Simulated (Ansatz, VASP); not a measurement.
**PbO: VASP beside Ansatz**

```
Pb O
1.0
     4.00072    0.00000    0.00000
     0.00000    4.00072    0.00000
     0.00000    0.00000    5.05526
Pb O
2 2
Direct
  0.00000 0.50000 0.23510
  0.50000 0.00000 0.76490
  0.00000 0.00000 0.00000
  0.50000 0.50000 0.00000
```

Change from the starting cell: volume scaled by 1.02, PAW files.

Alike in both runs: task electric field gradients; functional LDA; k mesh 7 × 7 × 6; occupations fermi-dirac, width 0.03 eV; no spin polarisation.

|  | VASP | Ansatz |
| --- | --- | --- |
| version | VASP 6.6.1 | Ansatz 0.2.0 |
| potentials or method | VASP PAW LDA potentials, release 64 (Pb_d, O) | PAW with Ansatz's default frozen-core files, scalar-relativistic |
| plane-wave cutoff (eV) | 520 | 420 |
| valence electrons in the cell | 40 | 40 |

|  | VASP | Ansatz | Ansatz less VASP |
| --- | --- | --- | --- |
| gap on the k mesh at the Fermi level (eV) | 1.47 | 1.49 | +0.022 |
| pressure (GPa) | -3.2 | -3.4 | -0.21 |
| traceless stress, the component that is largest in VASP (GPa) | 0.51 | 0.51 | +0.004 |
| rms of the force components (eV/Å) | 0.146 | 0.175 | +0.0286 |
| size of Vzz on the site where it differs most (V/Å²) | 218.9 | 208.4 | -10.48 |

LDA's correlation is that of Perdew and Zunger in VASP and of Perdew and Wang (1992) in Ansatz. Atom by atom the forces differ by 0.029 eV/Å (rms over components).

Neither program's run includes spin-orbit coupling.
